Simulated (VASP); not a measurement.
A run of VASP 6.6.1 is set up as follows.

File POSCAR:

```
SnO2
1.0
    0.0000000000      5.0778000000      5.0778000000
    5.0778000000      0.0000000000      5.0778000000
    5.0778000000      5.0778000000      0.0000000000
Sn O
8 16
Direct
    0.0015685927      0.0192455394      0.0173951317
    0.0024684903      0.0019665012      0.5166346646
   -0.0038327622      0.5007562330     -0.0071156800
   -0.0007517035      0.4840606168      0.4963377841
    0.5078726023      0.0052677341     -0.0112691520
    0.4853248454      0.0185742841      0.4797980425
    0.4787160778      0.5186587695     -0.0062285832
    0.5040274331      0.5134448974      0.5062943598
    0.1547422112      0.1592228918      0.0968257907
    0.3505172516      0.3726228879      0.3324944858
    0.1420691047      0.0843614361      0.6676882705
    0.3631346252      0.4360910237      0.8487699397
    0.0829014534      0.6821907125      0.1011938241
    0.3587339990      0.9001645398      0.3643643901
    0.1452034346      0.6165853322      0.5807780929
    0.4019284927      0.8476780299      0.9223387097
    0.6426369688      0.1204826894      0.0886901808
    0.9116312182      0.3287931781      0.4175286541
    0.5932392965      0.1662451258      0.6310607940
    0.8603747686      0.3946104612      0.8709137816
    0.6637873685      0.5608892631      0.1686227303
    0.8627359289      0.9195577809      0.3838125763
    0.6311535508      0.6476603056      0.6136499074
    0.8535601048      0.8547474300      0.8636827957
```

INCAR.step1

```
PREC = Accurate
ENCUT = 580
ISMEAR = -1
SIGMA = 0.112
LREAL = F
LASPH = T
NELM = 120
NBANDS = 122
GGA = PE
ALGO = Normal
EDIFF = 1E-5
LWAVE = T
LCHARG = F
GGA_COMPAT = F
```

INCAR.step2

```
PREC = Accurate
ENCUT = 580
EDIFF = 1E-6
ISMEAR = -1
SIGMA = 0.112
LREAL = F
LASPH = T
NELM = 120
ALGO = Normal
ISIF = 2
LWAVE = F
LCHARG = F
METAGGA = R2SCAN
LMIXTAU = T
NBANDS = 122
ISTART = 1
GGA_COMPAT = F
```

Contents of KPOINTS:

```
regular mesh
0
Gamma
  2 2 2
```

Potentials or basis: VASP PAW PBE potentials, release 64 (Sn_d, O).

Launch:

```console
$ cat potpaw_PBE.64/Sn_d/POTCAR potpaw_PBE.64/O/POTCAR > POTCAR
$ cp INCAR.step1 INCAR
$ mpirun -np 1 vasp_std > vasp.out
$ cp INCAR.step2 INCAR
$ mpirun -np 1 vasp_std > vasp.out
```

Predict the pressure.

7.6 GPa.

Estimate the largest force.

4.129 eV/Å.

What does it give for the band gap on the k mesh?

1.14 eV (least direct gap 1.15 eV).

Stress tensor (GPa, compression positive):
```
 8.24  0.68  3.18
 0.68  8.83 -0.71
 3.18 -0.71  5.58
```

Caveat: the k points lie up to 0.54 Å⁻¹ apart; the atoms stand as in a frame of molecular dynamics; the PAW data sets were made with another functional, which shifts forces and pressure a little; spin-orbit coupling is left out, which moves the levels of the heavy elements. A k mesh can miss the band edges.
